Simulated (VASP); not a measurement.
Set up this calculation in VASP 6.6.1, as the native input.

```
Task                   : single point
Functional             : PBE
Potentials or basis    : VASP PAW PBE potentials, release 64 (Pb_d)
Cutoff                 : 520 eV
k mesh                 : 9 × 9 × 9
Occupations            : fermi-dirac, width 0.05 eV
Spin                   : non-collinear spin, zero start, spin-orbit coupling
Starting moments       : [[0.0, 0.0, 0.0]] μB
Dipole correction      : no
Further INCAR settings : ALGO = Normal; EDIFF = 1e-07; NBANDS = 25
```

The structure of Pb lies in POSCAR:

```
Pb
1.0
    0.0000000000      2.4584086270      2.4584086270
    2.4584086270      0.0000000000      2.4584086270
    2.4584086270      2.4584086270      0.0000000000
Pb
1
Direct
    0.0000000000      0.0000000000      0.0000000000
```

These files were run (other wordings do the same):

INCAR

```
SYSTEM = Pb
  ALGO = Normal
  EDIFF = 1E-7
  ENCUT = 520
  GGA = PE
  GGA_COMPAT = .False.
  ISIF = 2
  ISMEAR = -1
  LASPH = .True.
  LCHARG = .False.
  LORBIT = 11
  LORBMOM = .True.
  LREAL = .False.
  LSORBIT = .True.
  LWAVE = .False.
  MAGMOM = 0 0 0
  NBANDS = 25
  NELM = 150
  PREC = Accurate
  SIGMA = 0.05
```

KPOINTS

```
k-points
0
Gamma
  9 9 9
  0 0 0
```

Potentials or basis: VASP PAW PBE potentials, release 64 (Pb_d).

Run with:

```sh
$ cat potpaw_PBE.64/Pb_d/POTCAR > POTCAR
$ mpirun -np 1 vasp_ncl > vasp.out
```

It gave:

```json
{
 "Pressure": "3.4 GPa",
 "Net moment": "0.00 μB per cell",
 "Valence electrons inside the program's atomic spheres": "Pb 11.98"
}
```

Run time: 68 s on 1 thread of Intel(R) Xeon(R) Platinum 8559C (Emerald Rapids), with other jobs on the host, peak memory 0.26 GiB.
